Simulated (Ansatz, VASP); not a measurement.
# HfB in VASP and in Ansatz

The input INCAR:

```
ALGO = Normal
EDIFF = 1E-6
ENCUT = 500
GGA = PE
GGA_COMPAT = False
ISIF = 2
ISMEAR = -4
LASPH = True
LCHARG = True
LELF = True
LREAL = False
LVHAR = True
LWAVE = False
NBANDS = 14
NELM = 120
PREC = Accurate
SIGMA = 0.1
```

File KPOINTS:

```
k-points
0
Gamma
  6 6 6
```

The input POSCAR:

```
HfB
1.0
    0.0000000000      2.4271575971      2.4271575971
    2.4271575971      0.0000000000      2.4271575971
    2.4271575971      2.4271575971      0.0000000000
Hf B
1 1
Direct
    0.5000000000      0.5000000000      0.5000000000
    0.0000000000      0.0000000000      0.0000000000
```

Input for Ansatz:

```yaml
crystal:
  lattice:
    - [0.0, 2.4271575971, 2.4271575971]
    - [2.4271575971, 0.0, 2.4271575971]
    - [2.4271575971, 2.4271575971, 0.0]
  atoms:
    - { symbol: Hf, position: [0.5, 0.5, 0.5] }
    - { symbol: B, position: [0.0, 0.0, 0.0] }
basis:
  ecutwfc: 420
kpoints:
  mp_grid: { grid: [6, 6, 6] }
hamiltonian:
  xc: pbe
scf:
  occupations: { method: tetrahedron_uncorrected }
  self_checks: high
output:
  forces: true
  stress: true
  eigenvalues: true
```

Alike in both runs: task single point; functional PBE; k mesh 6 × 6 × 6; no spin polarisation.

```csv
,VASP,Ansatz
version,VASP 6.6.1,Ansatz 0.2.0
potentials or method,"VASP PAW PBE potentials, release 64 (Hf_pv, B), cutoff 500 eV","scalar-relativistic, plane waves, PAW"
occupations,tetrahedron,tetrahedron-uncorrected
valence electrons in the cell,13,29
```

```csv
,VASP,Ansatz,Ansatz less VASP
gap on the k mesh at the Fermi level (eV),none,none,-
pressure (GPa),-1.3,-1.2,+0.01
```

A gap of «none» marks a metal or a gap that the smearing closes. VASP's potentials hold 13 valence electrons a cell and Ansatz's 29, so a difference there can come from the potentials and not from the codes. Ansatz's warnings: band table not solved further.

The k mesh is coarse, so the values compare programs but aren't converged. Neither program's run includes spin-orbit coupling.
